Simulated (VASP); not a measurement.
# WC (P-6m2) in VASP: further runs

The runs below take WC through single point, relaxation of cell and atoms, with PBE.

Program: VASP 6.6.1. These are calculated values, not measurements. Logs are shortened: lines on timing, memory, paths and dates and some standing lists are left out, and cuts for length are marked.

### 1 The cell of the first run

Symmetry: P-6m2, No. 187, hexagonal system. The conventional cell has a = 2.922 Å, b = 2.922 Å, c = 2.847 Å, α = 90.00°, β = 90.00°, γ = 120.00°. W (site symmetry -6m2) has 6 C at 2.21 Å and 8 W at 2.85 to 2.92 Å within 3.0 Å. Within 3.0 Å of C (site symmetry -6m2) lie 6 W at 2.21 Å and 8 C at 2.85 to 2.92 Å.

### 2 Single point, PBE

The input, INCAR:

```
PREC = Accurate ; ENCUT = 520
EDIFF = 1E-7 ; ISMEAR = 0
SIGMA = 0.1 ; LREAL = F
LASPH = T ; NELM = 80
ALGO = Normal ; ISIF = 2
LWAVE = F ; LCHARG = T
GGA = PE ; LELF = T
LVHAR = T ; NBANDS = 16
```

The input, KPOINTS:

```
Automatic mesh
0
Gamma
  18 18 14
```

The input, POSCAR:

```
WC
1.0
    2.9217712143      0.0000000000      0.0000000000
   -1.4608856071      2.5303280956      0.0000000000
    0.0000000000      0.0000000000      2.8470769656
W C
1 1
Direct
    0.0000000000      0.0000000000      0.0000000000
    0.6666666667      0.3333333333      0.5000000000
```

Potentials or basis: VASP PAW PBE potentials, release 64 (W_sv, C).

Command:

```sh
> cat potpaw_PBE.64/W_sv/POTCAR potpaw_PBE.64/C/POTCAR > POTCAR
> mpirun -np 1 vasp_std > vasp.out
```

OUTCAR:

```text
PREC = Accurate
   ENCUT = 520
   EDIFF = 1E-7
   ISMEAR = 0
   LREAL = F
   LASPH = T
   NELM = 80
   ISIF = 2
   GGA = PE

 ion  position               nearest neighbor table
   1  0.000  0.000  0.000-   2 2.21   2 2.21   2 2.21   2 2.21   2 2.21   2 2.21
   2  0.667  0.333  0.500-   1 2.21   1 2.21   1 2.21   1 2.21   1 2.21   1 2.21

  LATTYP: Found a hexagonal cell.
 ALAT       =     2.9217712143
 C/A-ratio  =     0.9744352849

  Lattice vectors:

 A1 = (   2.9217712143,   0.0000000000,   0.0000000000)
 A2 = (  -1.4608856071,   2.5303280956,   0.0000000000)
 A3 = (   0.0000000000,   0.0000000000,   2.8470769656)

Analysis of symmetry for initial positions (statically):
=====================================================================
 Subroutine PRICEL returns:
 Original cell was already a primitive cell.

 Routine SETGRP: Setting up the symmetry group for a
 hexagonal supercell.

 Subroutine GETGRP returns: Found 12 space group operations
 (whereof 12 operations were pure point group operations)
 out of a pool of 24 trial point group operations.

The static configuration has the point symmetry D_3h.

Analysis of symmetry for dynamics (positions and initial velocities):
=====================================================================
 Subroutine PRICEL returns:
 Original cell was already a primitive cell.

 Routine SETGRP: Setting up the symmetry group for a
 hexagonal supercell.

 Subroutine GETGRP returns: Found 12 space group operations
 (whereof 12 operations were pure point group operations)
 out of a pool of 24 trial point group operations.

The dynamic configuration has the point symmetry D_3h.

 Subroutine INISYM returns: Found 12 space group operations
 (whereof 12 operations are pure point group operations),
 and found     1 'primitive' translations

----------------------------------------------------------------------------------------

                                     Primitive cell

  volume of cell :      21.0486

  direct lattice vectors                    reciprocal lattice vectors
     2.921771214  0.000000000  0.000000000     0.342258146  0.197602833  0.000000000
    -1.460885607  2.530328096  0.000000000     0.000000000  0.395205666  0.000000000
     0.000000000  0.000000000  2.847076966     0.000000000  0.000000000  0.351237431

  length of vectors
     2.921771214  2.921771214  2.847076966     0.395205666  0.395205666  0.351237431

  position of ions in fractional coordinates (direct lattice)
     0.000000000  0.000000000  0.000000000
     0.666666667  0.333333333  0.500000000

  ion indices of the primitive-cell ions
   primitive index   ion index
                 1           1
                 2           2

----------------------------------------------------------------------------------------

 KPOINTS: Automatic mesh

Automatic generation of k-mesh.
 Grid dimensions read from file:
 generate k-points for:   18   18   14

 Generating k-lattice:

  Cartesian coordinates                     Fractional coordinates (reciprocal lattice)
     0.019014341  0.010977935  0.000000000     0.055555556  0.000000000  0.000000000
     0.000000000  0.021955870  0.000000000     0.000000000  0.055555556  0.000000000
     0.000000000  0.000000000  0.025088388     0.000000000  0.000000000  0.071428571

  Length of vectors
     0.021955870  0.021955870  0.025088388

  Shift w.r.t. Gamma in fractional coordinates (k-lattice)
     0.000000000  0.000000000  0.000000000

 Subroutine IBZKPT returns following result:
 ===========================================

 Found    296 irreducible k-points:

 Following reciprocal coordinates:
            Coordinates               Weight
  0.000000  0.000000  0.000000      1.000000
  0.055556  0.000000  0.000000      6.000000
  0.111111  0.000000  0.000000      6.000000
  0.166667  0.000000  0.000000      6.000000
  0.222222  0.000000  0.000000      6.000000
  0.277778  0.000000  0.000000      6.000000
[... 16 lines left out ...]
  0.333333  0.111111  0.000000     12.000000
  0.388889  0.111111  0.000000     12.000000
 [... further k-points ...]
   k-points           NKPTS =    296   k-points in BZ     NKDIM =    296   number of bands    NBANDS=     16
   number of dos      NEDOS =    301   number of ions     NIONS =      2
   total plane-waves  NPLWV =  13824
   dimension x,y,z NGX =    24 NGY =   24 NGZ =   24
   dimension x,y,z NGXF=    48 NGYF=   48 NGZF=   48
   ions per type =               1   1
   NGX,Y,Z   is equivalent  to a cutoff of  13.66, 13.66, 14.01 a.u.
   NGXF,Y,Z  is equivalent  to a cutoff of  27.31, 27.31, 28.03 a.u.
 SYSTEM =  unknown system
   PREC   = accura    normal or accurate (medium, high low for compatibility)
   ISTART =      0    job   : 0-new  1-cont  2-samecut
   ICHARG =      2    charge: 1-file 2-atom 10-const
   ISPIN  =      1    spin polarized calculation?
   LNONCOLLINEAR =      F non collinear calculations
   LSORBIT =      F    spin-orbit coupling
   LASPH  =      T    aspherical Exc in radial PAW
   ENCUT  =  520.0 eV  38.22 Ry    6.18 a.u.   5.43  5.43  5.29*2*pi/ulx,y,z
   NELM   =     80;   NELMIN=  2; NELMDL= -5     # of ELM steps
   EDIFF  = 0.1E-06   stopping-criterion for ELM
   LREAL  =      F    real-space projection
   EDIFFG = 0.1E-05   stopping-criterion for IOM
   NSW    =      0    number of steps for IOM
   IBRION =     -1    ionic relax: 0-MD 1-quasi-New 2-CG
   NFREE  =      0    steps in history (QN), initial steepest desc. (CG)
   ISIF   =      2    stress and relaxation
   ISYM   =      2    0-nonsym 1-usesym 2-fastsym
   POTIM  = 0.5000    time-step for ionic-motion
   TEBEG  =    0.0;   TEEND  =   0.0 temperature during run
   PSTRESS=    0.0 pullay stress
   NELECT =      18.0000    total number of electrons
   NUPDOWN=      -1.0000    fix difference up-down
   EMIN   =  10.00;   EMAX   =-10.00  energy-range for DOS
   EFERMI =   0.00;   METHOD = LEGACY
   ISMEAR =     0;   SIGMA  =   0.10  broadening in eV -4-tet -1-fermi 0-gaus
   EFERMI_NEDOS =   21; number of points for ismear=-14 and -15
   IALGO  =     38    algorithm
   IMIX   =      4    mixing-type and parameters
     AMIX     =   0.40;   BMIX     =  1.00
     AMIX_MAG =   1.60;   BMIX_MAG =  1.00
  volume/ion in A,a.u.               =      10.52        71.02
  Fermi-wavevector in a.u.,A,eV,Ry     =   1.553907  2.936458 32.852978  2.414626
  Thomas-Fermi vector in A             =   2.658070
   LORBIT       =      0    0 simple, 1 ext, 2 COOP (PROOUT), +10 PAW based schemes
   GGA     = PE    functional components
   LHFCALC =     F    Hartree Fock is set to
   AEXX    =    0.0000 exact exchange contribution
   IVDW    =     0    specifies the selected vdW correction
   LEPSILON=     F    determine dielectric tensor
   LRPA    =     F    only Hartree local field effects (RPA)
 non-spin polarized calculation
 Gauss-broadening in eV      SIGMA  =   0.10
  energy-cutoff  :      520.00
  volume of cell :       21.05
 maximum number of plane-waves:       587
 NGX is ok and might be reduce to    24

 number of electron      18.0000000 magnetization

 Free energy of the ion-electron system (eV)
  ---------------------------------------------------
  ext. energy  EPLUGINS =         0.00000000
  ---------------------------------------------------
  free energy    TOTEN  =       -22.44990453 eV

  energy without entropy =      -22.44851188  energy(sigma->0) =      -22.44920821

 E-fermi :  10.8651     XC(G=0): -13.7208

 val. band max:       10.8563774835   @ k =   0.4444   0.0000   0.5000
 cond. band min:      10.8755809033   @ k =   0.4444   0.0556   0.4286
 fundamental gap:      0.0192034199
 Fermi energy:        10.8651338837

 k-point     1 :       0.0000    0.0000    0.0000
  band No.  band energies     occupation
      1     -63.1569      2.00000
      2     -27.1334      2.00000
      3     -27.0430      2.00000
      4     -27.0430      2.00000
      5      -3.4645      2.00000
      6       6.6469      2.00000
[... 8 lines left out ...]
     15      25.0924      0.00000
     16      27.4745      0.00000

 k-point     2 :       0.0556    0.0000    0.0000
  band No.  band energies     occupation
      1     -63.1553      2.00000
      2     -27.1302      2.00000
      3     -27.0675      2.00000
      4     -27.0485      2.00000
      5      -3.3846      2.00000
      6       6.6762      2.00000
[... 8 lines left out ...]
     15      24.9112      0.00000
     16      27.6438      0.00000

 k-point     3 :       0.1111    0.0000    0.0000
  band No.  band energies     occupation
      1     -63.1506      2.00000
      2     -27.1374      2.00000
      3     -27.1212      2.00000
      4     -27.0644      2.00000
      5      -3.1509      2.00000
      6       6.6420      2.00000
[... 8 lines left out ...]
     15      24.6102      0.00000
     16      28.1318      0.00000

 k-point     4 :       0.1667    0.0000    0.0000
  band No.  band energies     occupation
      1     -63.1434      2.00000
      2     -27.2432      2.00000
      3     -27.1074      2.00000
      4     -27.0888      2.00000
      5      -2.7814      2.00000
      6       6.2619      2.00000
[... 8 lines left out ...]
     15      24.4547      0.00000
     16      28.8844      0.00000

 k-point     5 :       0.2222    0.0000    0.0000
  band No.  band energies     occupation
      1     -63.1346      2.00000
      2     -27.3708      2.00000
      3     -27.1184      2.00000
      4     -27.0904      2.00000
      5      -2.3048      2.00000
      6       5.7122      2.00000
[... 8 lines left out ...]
     15      24.5964      0.00000
     16      29.0862      0.00000

 k-point     6 :       0.2778    0.0000    0.0000
  band No.  band energies     occupation
      1     -63.1252      2.00000
      2     -27.5040      2.00000
      3     -27.1498      2.00000
      4     -27.0722      2.00000
      5      -1.7599      2.00000
      6       5.1607      2.00000
[... 8 lines left out ...]
     15      25.1138      0.00000
     16      28.4917      0.00000

 k-point     7 :       0.3333    0.0000    0.0000
  band No.  band energies     occupation
      1     -63.1164      2.00000
      2     -27.6269      2.00000
      3     -27.1791      2.00000
      4     -27.0551      2.00000
      5      -1.1971      2.00000
      6       4.6694      2.00000
[... 8 lines left out ...]
     15      25.6442      0.00000
     16      27.4007      0.00000

 k-point     8 :       0.3889    0.0000    0.0000
  band No.  band energies     occupation
      1     -63.1091      2.00000
      2     -27.7256      2.00000
      3     -27.2028      2.00000
      4     -27.0411      2.00000
      5      -0.6841      2.00000
      6       4.2731      2.00000
[... 8 lines left out ...]
     15      24.9016      0.00000
     16      27.7098      0.00000

 k-point     9 :       0.4444    0.0000    0.0000
  band No.  band energies     occupation
      1     -63.1044      2.00000
      2     -27.7892      2.00000
      3     -27.2183      2.00000
      4     -27.0320      2.00000
      5      -0.3097      2.00000
      6       4.0056      2.00000
[... 8 lines left out ...]
     15      23.9150      0.00000
     16      28.4662      0.00000
[... 172 lines left out ...]
 k-point    19 :       0.1111    0.1111    0.0000
  band No.  band energies     occupation
      1     -63.1395      2.00000
      2     -27.2927      2.00000
      3     -27.1107      2.00000
      4     -27.0998      2.00000
      5      -2.5685      2.00000
      6       6.0395      2.00000
[... 8 lines left out ...]
     15      24.4878      0.00000
     16      28.9455      0.00000

 k-point    20 :       0.1667    0.1111    0.0000
  band No.  band energies     occupation
      1     -63.1312      2.00000
      2     -27.4029      2.00000
      3     -27.1478      2.00000
      4     -27.0838      2.00000
      5      -2.1051      2.00000
      6       5.5573      2.00000
[... 8 lines left out ...]
     15      24.7152      0.00000
     16      28.9572      0.00000

 k-point    21 :       0.2222    0.1111    0.0000
  band No.  band energies     occupation
      1     -63.1223      2.00000
      2     -27.5176      2.00000
      3     -27.1877      2.00000
      4     -27.0667      2.00000
      5      -1.5723      2.00000
      6       5.0778      2.00000
[... 8 lines left out ...]
     15      25.2475      0.00000
     16      28.2726      0.00000

 k-point    22 :       0.2778    0.1111    0.0000
  band No.  band energies     occupation
      1     -63.1140      2.00000
      2     -27.6236      2.00000
      3     -27.2251      2.00000
      4     -27.0506      2.00000
      5      -1.0195      2.00000
      6       4.6501      2.00000
[... 8 lines left out ...]
     15      25.8398      0.00000
     16      27.2821      0.00000

 k-point    23 :       0.3333    0.1111    0.0000
  band No.  band energies     occupation
      1     -63.1072      2.00000
      2     -27.7087      2.00000
      3     -27.2555      2.00000
      4     -27.0374      2.00000
      5      -0.5141      2.00000
      6       4.3060      2.00000
[... 8 lines left out ...]
     15      25.3271      0.00000
     16      27.5356      0.00000

 k-point    24 :       0.3889    0.1111    0.0000
  band No.  band energies     occupation
      1     -63.1028      2.00000
      2     -27.7638      2.00000
      3     -27.2753      2.00000
      4     -27.0288      2.00000
      5      -0.1449      2.00000
      6       4.0753      2.00000
[... 8 lines left out ...]
     15      24.4784      0.00000
     16      28.2075      0.00000

 [... further k-points ...]

------------------------ aborting loop because EDIFF is reached ----------------------------------------

  FORCE on cell =-STRESS in cart. coord.  units (eV):
  Direction    XX          YY          ZZ          XY          YZ          ZX
  --------------------------------------------------------------------------------------
  -------------------------------------------------------------------------------------
  Total        0.1265247      0.1265247      0.1660494      0.0000000      0.0000000      0.0000000
  in kB        9.6308264      9.6308264     12.6393729      0.0000000      0.0000000      0.0000000
  external PRESSURE =      10.6336752 kB  Pullay stress =       0.0000000 kB

 VOLUME and BASIS-vectors are now :
 -----------------------------------------------------------------------------
  energy-cutoff  :      520.00
  volume of cell :       21.05
      direct lattice vectors                 reciprocal lattice vectors
     2.921771214  0.000000000  0.000000000     0.342258146  0.197602833  0.000000000
    -1.460885607  2.530328096  0.000000000     0.000000000  0.395205666  0.000000000
     0.000000000  0.000000000  2.847076966     0.000000000  0.000000000  0.351237431

 POSITION                                       TOTAL-FORCE (eV/Angst)
 -----------------------------------------------------------------------------------
      0.00000      0.00000      0.00000        -0.000000      0.000000      0.000000
      1.46089      0.84344      1.42354         0.000000      0.000000      0.000000
 -----------------------------------------------------------------------------------
    total drift:                                0.000000     -0.000000      0.000000

  FREE ENERGIE OF THE ION-ELECTRON SYSTEM (eV)
  ---------------------------------------------------
  free  energy   TOTEN  =       -22.4499045300 eV

  energy  without entropy=      -22.4485118802  energy(sigma->0) =      -22.44920821
```

It took 28 s on 1 thread of Intel Xeon 6975P-C (Granite Rapids), shared host; peak memory 0.22 GiB.

Results:

```yaml
Free_energy: -22.4499 eV
Pressure: 1.1 GPa
Band_gap_on_the_k_mesh: zero (bands 9 and 10 overlap by 1.20 eV)
```

Stress tensor (GPa, compression positive):
```
0.96 0.00 0.00
0.00 0.96 0.00
0.00 0.00 1.26
```

Caveat: spin-orbit coupling is left out, which moves the levels of the heavy elements.

### 3 Single point, PBE

This run uses another cell than the first one, of the same volume but with other edges.

The input, INCAR:

```
SYSTEM = WC
PREC     = Accurate       ! precision mode
ENCUT    = 520            ! plane-wave cutoff, eV
EDIFF    = 1E-7           ! SCF threshold, eV
ISMEAR   = 0              ! smearing method
SIGMA    = 0.1            ! smearing width, eV
LREAL    = .False.        ! projectors in reciprocal space
LASPH    = .True.         ! aspherical terms in the spheres
NELM     = 60             ! most SCF steps
ALGO     = Normal         ! electronic algorithm
ISIF     = 2              ! what is computed and relaxed
LWAVE    = .False.        ! write WAVECAR
LCHARG   = .False.        ! write CHGCAR
GGA      = PE             ! functional
ISYM     = 0            
NBANDS   = 16             ! bands
```

The input, KPOINTS:

```
regular mesh
0
Gamma
  13 9 18
  0 0 0
```

The input, POSCAR:

```
WC
1.0
    2.9217712143      0.0000000000      0.0000000000
   -1.4608856071      3.8089903543      0.0000000000
    0.0000000000     -2.1280829022      1.8913250405
W C
1 1
Direct
    0.0000000000      0.0000000000      0.0000000000
    0.3333333333      0.6666666667      0.1666666667
```

Potentials or basis: VASP PAW PBE potentials, release 64 (W_sv, C).

Command:

```sh
> cat potpaw_PBE.64/W_sv/POTCAR potpaw_PBE.64/C/POTCAR > POTCAR
> mpirun -np 1 vasp_std > vasp.out
```

Wall time 1.9 min (1 thread of Intel Xeon 6975P-C (Granite Rapids), shared host); peak memory 0.45 GiB.

The run converged. Its results:

| Item | Value |
| --- | --- |
| Free energy | -22.4491 eV |
| Pressure | 1.1 GPa |
| Band gap on the k mesh | zero (bands 9 and 10 overlap by 1.19 eV) |

Forces on the atoms (eV/Å):
```
W    0.000  0.002  0.002
C    0.000 -0.002 -0.002
```

Stress tensor (GPa, compression positive):
```
 1.05 -0.09 -0.10
-0.09  1.10 -0.06
-0.10 -0.06  1.09
```

Levels at points of the mesh, in eV from the Fermi level:
```csv
k point,band 6,band 7,band 8,band 9,band 10,band 11,band 12,band 13
"(0.00, 0.00, 0.00)",-4.22,-3.28,-3.28,0.11,3.18,3.18,5.56,5.56
"(0.00, 0.00, 0.50)",-6.36,-4.25,-4.15,0.26,4.34,5.21,6.51,9.04
```

Caveat: spin-orbit coupling is left out, which moves the levels of the heavy elements.

### 4 Relaxation of cell and atoms, PBE

The input, INCAR:

```
PREC = Accurate
ENCUT = 600
EDIFF = 1E-6
ISMEAR = 0
SIGMA = 0.1
LREAL = False
LASPH = True
NELM = 100
ALGO = Normal
ISIF = 3
LWAVE = False
LCHARG = False
GGA = PE
IBRION = 2
NSW = 100
EDIFFG = -0.005
```

The input, KPOINTS:

```
Automatic mesh
0
Gamma
  18 18 14
```

The input, POSCAR:

```
WC
1.0
    2.9225169299      0.0000000000      0.0000000000
   -1.4612584649      2.5309739042      0.0000000000
    0.0000000000      0.0000000000      2.8461543311
W C
1 1
Direct
    0.0000000000      0.0000000000      0.0000000000
    0.6666666667      0.3333333333      0.5000000000
```

Command:

```sh
> cat potpaw_PBE.64/W_sv/POTCAR potpaw_PBE.64/C/POTCAR > POTCAR
> mpirun -np 1 vasp_std > vasp.out
```

It took 46 s on 1 thread of Intel Xeon 6975P-C (Granite Rapids), shared host; peak memory 0.24 GiB.

It converged, with:

| Quantity | Value |
| --- | --- |
| Free energy | -22.4510 eV |
| Relaxed volume | 10.55 Å³/atom |
| Relaxed cell | a = 2.924 Å, b = 2.924 Å, c = 2.849 Å, α = 90.00°, β = 90.00°, γ = 120.00° |
| Space group after relaxing (to 0.1 Å) | P-6m2 (No. 187) |
| Energy gained by relaxing | 0.1 meV/atom |
| Ionic steps | 4 |
| Pressure after relaxing | 0.0 GPa |
| Band gap on the k mesh | zero (bands 9 and 10 overlap by 1.19 eV) |

Stress tensor (GPa, compression positive):
```
-0.07  0.00  0.00
 0.00 -0.07  0.00
 0.00  0.00  0.06
```

The path:
| step | energy change (eV) | largest force (eV/Å) | pressure (GPa) | volume (Å³) |
| --- | --- | --- | --- | --- |
| 1 | 0.0000 | 0.0000 | 0.93 | 21.05 |
| 2 | 0.0010 | 0.0000 | -2.54 | 21.24 |
| 3 | -0.0002 | 0.0000 | -0.04 | 21.10 |
| 4 | -0.0002 | 0.0000 | -0.02 | 21.10 |

Final structure:
```
W C
1.0
     2.92423    0.00000    0.00000
    -1.46212    2.53246    0.00000
     0.00000    0.00000    2.84948
W C
1 1
Direct
  0.00000 0.00000 0.00000
  0.66667 0.33333 0.50000
```

Levels at points of the mesh, in eV from the Fermi level:
```tsv
k point	band 5	band 6	band 7	band 8	band 9	band 10	band 11	band 12	band 13
(0.00, 0.00, 0.00)	-14.31	-4.20	-3.26	-3.26	0.11	3.17	3.17	5.55	5.55
(0.50, 0.00, 0.00)	-11.02	-6.94	-3.51	-3.48	-0.46	2.31	4.43	4.77	6.78
(0.00, 0.00, 0.50)	-10.37	-8.53	-1.97	-1.97	-0.55	-0.55	3.64	4.48	4.48
(0.50, 0.00, 0.50)	-11.17	-6.34	-4.23	-4.13	0.27	4.33	5.20	6.50	9.02
```

Caveat: spin-orbit coupling is left out, which moves the levels of the heavy elements.

(Part 1 of 2 ends here.)
